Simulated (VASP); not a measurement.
# Ge (P6_3/mmc) in VASP: notebook, part 2 of 2

VASP 6.6.1. The steps go on from the part before.

### 3 Single point, r2SCAN (strained cell)

The input, POSCAR:

```
Ge
1.0
    3.9347849441      0.0000000000      0.0000000000
   -1.9673924721      3.4076237200      0.0000000000
    0.0000000000      0.0000000000      6.6584758812
Ge
4
Direct
    0.3333333333      0.6666666667      0.0014087154
    0.6666666667      0.3333333333      0.5014087154
    0.3333333333      0.6666666667      0.3725912846
    0.6666666667      0.3333333333      0.8725912846
```

The input, INCAR.step1:

```
SYSTEM = Ge
PREC     = Accurate       ! precision mode
ENCUT    = 550            ! plane-wave cutoff, eV
ISMEAR   = 0              ! smearing method
SIGMA    = 0.01           ! smearing width, eV
LREAL    = .FALSE.        ! projectors in reciprocal space
LASPH    = .TRUE.         ! aspherical terms in the spheres
NELM     = 120            ! most SCF steps
NBANDS   = 36             ! bands
GGA      = PE             ! functional
ALGO     = Normal         ! electronic algorithm
EDIFF    = 1E-5           ! SCF threshold, eV
LWAVE    = .TRUE.         ! write WAVECAR
LCHARG   = .FALSE.        ! write CHGCAR
GGA_COMPAT= .FALSE.
```

The input, INCAR.step2:

```
SYSTEM = Ge
PREC     = Accurate       ! precision mode
ENCUT    = 550            ! plane-wave cutoff, eV
EDIFF    = 1E-6           ! SCF threshold, eV
ISMEAR   = 0              ! smearing method
SIGMA    = 0.01           ! smearing width, eV
LREAL    = .FALSE.        ! projectors in reciprocal space
LASPH    = .TRUE.         ! aspherical terms in the spheres
NELM     = 120            ! most SCF steps
ALGO     = Normal         ! electronic algorithm
ISIF     = 2              ! what is computed and relaxed
LWAVE    = .FALSE.        ! write WAVECAR
LCHARG   = .FALSE.        ! write CHGCAR
METAGGA  = R2SCAN         ! meta-GGA
LMIXTAU  = .TRUE.       
NBANDS   = 36             ! bands
ISTART   = 1            
GGA_COMPAT= .FALSE.
```

The input, KPOINTS:

```
regular mesh
0
G
  9 9 6
  0 0 0
```

Potentials or basis: VASP PAW PBE potentials, release 64 (Ge_d).

Run with:

```
$ cat potpaw_PBE.64/Ge_d/POTCAR > POTCAR
$ cp INCAR.step1 INCAR
$ mpirun -np 1 vasp_std > vasp.out
$ cp INCAR.step2 INCAR
$ mpirun -np 1 vasp_std > vasp.out
```

OUTCAR:

```text
SYSTEM = Ge
   PREC = Accurate
   ENCUT = 550
   EDIFF = 1E-6
   ISMEAR = 0
   LREAL = .FALSE.
   LASPH = .TRUE.
   NELM = 120
   ISIF = 2
   METAGGA = R2SCAN
   ISTART = 1

 ion  position               nearest neighbor table
   1  0.333  0.667  0.001-   4 2.43   4 2.43   4 2.43   3 2.47
   2  0.667  0.333  0.501-   3 2.43   3 2.43   3 2.43   4 2.47
   3  0.333  0.667  0.373-   2 2.43   2 2.43   2 2.43   1 2.47
   4  0.667  0.333  0.873-   1 2.43   1 2.43   1 2.43   2 2.47

  LATTYP: Found a hexagonal cell.
 ALAT       =     3.9347849441
 C/A-ratio  =     1.6922083356

  Lattice vectors:

 A1 = (   3.9347849441,   0.0000000000,   0.0000000000)
 A2 = (  -1.9673924721,   3.4076237200,   0.0000000000)
 A3 = (   0.0000000000,   0.0000000000,   6.6584758812)

Analysis of symmetry for initial positions (statically):
=====================================================================
 Subroutine PRICEL returns:
 Original cell was already a primitive cell.

 Routine SETGRP: Setting up the symmetry group for a
 hexagonal supercell.

 Subroutine GETGRP returns: Found 24 space group operations
[... 166 lines left out ...]
  ext. energy  EPLUGINS =         0.00000000
  ---------------------------------------------------
  free energy    TOTEN  =       -55.38783746 eV

  energy without entropy =      -55.38783746  energy(sigma->0) =      -55.38783746

 E-fermi :   5.2914     XC(G=0): -10.8909

 val. band max:        5.1876991784   @ k =   0.0000   0.0000   0.0000
 cond. band min:       5.4461379381   @ k =   0.0000   0.0000   0.0000
 fundamental gap:      0.2584387597
 Fermi energy:         5.2914379113

 k-point     1 :       0.0000    0.0000    0.0000
  band No.  band energies     occupation
      1     -20.6202      2.00000
      2     -20.6202      2.00000
      3     -20.5788      2.00000
      4     -20.5788      2.00000
      5     -20.5585      2.00000
      6     -20.5582      2.00000
[... 925 lines left out ...]
     35      12.8460      0.00000
     36      12.8460      0.00000

 [... further k-points ...]
[... 5 lines left out ...]
  --------------------------------------------------------------------------------------
  -------------------------------------------------------------------------------------
  Total        1.7064274      1.7064274     -0.4182380     -0.0000000      0.0000000      0.0000000
  in kB       30.6232248     30.6232248     -7.5056213     -0.0000000      0.0000000      0.0000000
  external PRESSURE =      17.9136094 kB  Pullay stress =       0.0000000 kB

 VOLUME and BASIS-vectors are now :
 -----------------------------------------------------------------------------
  energy-cutoff  :      550.00
  volume of cell :       89.28
      direct lattice vectors                 reciprocal lattice vectors
     3.934784944  0.000000000  0.000000000     0.254143496  0.146729816  0.000000000
    -1.967392472  3.407623720  0.000000000     0.000000000  0.293459631  0.000000000
     0.000000000  0.000000000  6.658475881     0.000000000  0.000000000  0.150184519

 POSITION                                       TOTAL-FORCE (eV/Angst)
 -----------------------------------------------------------------------------------
     -0.00000      2.27175      0.00938        -0.000000     -0.000000      0.003363
      1.96739      1.13587      3.33862         0.000000      0.000000      0.003363
     -0.00000      2.27175      2.48089        -0.000000     -0.000000     -0.003363
      1.96739      1.13587      5.81013         0.000000      0.000000     -0.003363
 -----------------------------------------------------------------------------------
    total drift:                                0.000000      0.000001     -0.000841

  FREE ENERGIE OF THE ION-ELECTRON SYSTEM (eV)
  ---------------------------------------------------
  free  energy   TOTEN  =       -55.3878374612 eV

  energy  without entropy=      -55.3878374612  energy(sigma->0) =      -55.38783746
```

OUTCAR.step1:

```text
SYSTEM = Ge
   PREC = Accurate
   ENCUT = 550
   ISMEAR = 0
   LREAL = .FALSE.
   LASPH = .TRUE.
   NELM = 120
[... 1167 lines left out ...]
      1.96739      1.13587      3.33862         0.000000      0.000000      0.036132
     -0.00000      2.27175      2.48089        -0.000000     -0.000000     -0.036132
      1.96739      1.13587      5.81013         0.000000     -0.000000     -0.036132
 -----------------------------------------------------------------------------------
    total drift:                                0.000000      0.000001      0.000279

  FREE ENERGIE OF THE ION-ELECTRON SYSTEM (eV)
  ---------------------------------------------------
  free  energy   TOTEN  =       -17.8990562646 eV

  energy  without entropy=      -17.8990330469  energy(sigma->0) =      -17.89904466
```

It took 15 min on 1 thread of Oxide Virtual Turin-like, shared host; peak memory 0.25 GiB.

What came out:

- Free energy: -55.3878 eV
- Pressure: 1.8 GPa
- Largest force: 0.003 eV/Å
- Band gap on the k mesh: 0.26 eV

Forces in eV/Å, atoms in the order of the input:
```
Ge   0.000  0.000  0.003
Ge   0.000  0.000  0.003
Ge   0.000  0.000 -0.003
Ge   0.000  0.000 -0.003
```

Stress tensor (GPa, compression positive):
```
 3.06  0.00  0.00
 0.00  3.06  0.00
 0.00  0.00 -0.75
```

Caveat: the cell differs from its parent crystal (strained cell); the PAW data sets were made with another functional, which shifts forces and pressure a little. A k mesh can miss the band edges.
